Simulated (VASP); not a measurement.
Input of a VASP 6.6.1 run:

Contents of INCAR:

```
SYSTEM = Bi
PREC = Accurate
ENCUT = 520
EDIFF = 1E-6
ISMEAR = 0
SIGMA = 0.15
LREAL = .FALSE.
LASPH = .TRUE.
NELM = 60
ALGO = Fast
ISIF = 2
LWAVE = .FALSE.
LCHARG = .TRUE.
GGA = PE
IVDW = 12
LELF = .TRUE.
LVHAR = .TRUE.
NBANDS = 14
```

File KPOINTS:

```
regular mesh
0
G
  16 16 16
  0 0 0
```

Contents of POSCAR:

```
Bi
1.0
   -1.6312579347      2.2190986319      2.0280504053
    1.6312579347     -2.2190986319      2.0280504053
    1.6312579347      2.2190986319     -2.0280504053
Bi
1
Direct
    0.0000000000      0.0000000000      0.0000000000
```

Potentials or basis: VASP PAW PBE potentials, release 64 (Bi_d).

Command:

```bash
$ cat potpaw_PBE.64/Bi_d/POTCAR > POTCAR
$ mpirun -np 1 vasp_std > vasp.out
```

Predict the dispersion energy per atom.

-0.538 eV.

What does it give for the pressure?

3.2 GPa.

Stress tensor (GPa, compression positive):
```
6.26 0.00 0.00
0.00 1.27 0.00
0.00 0.00 2.00
```

Caveat: the cell differs from its parent crystal (strain +e along x and -e along y -0.1500, strain +e along z and -e/2 along x and y +0.0350); pairwise dispersion overbinds metals, which lowers pressure and volume.
